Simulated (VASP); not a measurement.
Set up this calculation in VASP 6.6.1, as the native input.

| Item | Value |
| --- | --- |
| Task | relaxation of cell and atoms |
| Functional | LDA |
| Potentials or basis | VASP PAW LDA potentials, release 64 (Bi_d) |
| Cutoff | 500 eV |
| k mesh | 8 × 8 × 8, shifted |
| Occupations | gaussian, width 0.02 eV |
| Spin | no spin polarisation |
| Dipole correction | no |
| Further INCAR settings | ALGO = Normal; EDIFF = 1e-07; IBRION = 2; EDIFFG = -0.01; NSW = 80; ISIF = 3 |

The structure of Bi lies in POSCAR:

```
Bi
1.0
   -1.9814305300      1.9814305300      1.9814305300
    1.9814305300     -1.9814305300      1.9814305300
    1.9814305300      1.9814305300     -1.9814305300
Bi
1
Direct
    0.0000000000      0.0000000000      0.0000000000
```

The input as run:

INCAR

```
  PREC = Accurate
  ENCUT = 500
  EDIFF = 1E-7
  ISMEAR = 0
  SIGMA = 0.02
  LREAL = F
  LASPH = T
  NELM = 120
  ALGO = Normal
  ISIF = 3
  LWAVE = F
  LCHARG = F
  GGA = CA
  IBRION = 2
  NSW = 80
  EDIFFG = -0.01
  GGA_COMPAT = F
  NELMIN = 4
```

KPOINTS

```
Automatic mesh
0
Gamma
  8 8 8
  0.5 0.5 0.5
```

Potentials or basis: VASP PAW LDA potentials, release 64 (Bi_d).

Run with:

```bash
$ cat potpaw_LDA.64/Bi_d/POTCAR > POTCAR
$ mpirun -np 1 vasp_std > vasp.out
```

Results of the run:

| Item | Value |
| --- | --- |
| Relaxed volume | 29.43 Å³/atom |
| Relaxed cell | a = 3.369 Å, b = 3.369 Å, c = 3.369 Å, α = 109.47°, β = 109.47°, γ = 109.47° |
| Space group after relaxing (to 0.05 Å) | Im-3m (No. 229) |
| Energy gained by relaxing | 18.2 meV/atom |
| Ionic steps | 3 |
| Pressure after relaxing | 0.0 GPa |

Wall time 11 s on 1 thread of AMD EPYC 9R45 96-Core Processor (Zen 5), on a shared host, peak memory 0.12 GiB.
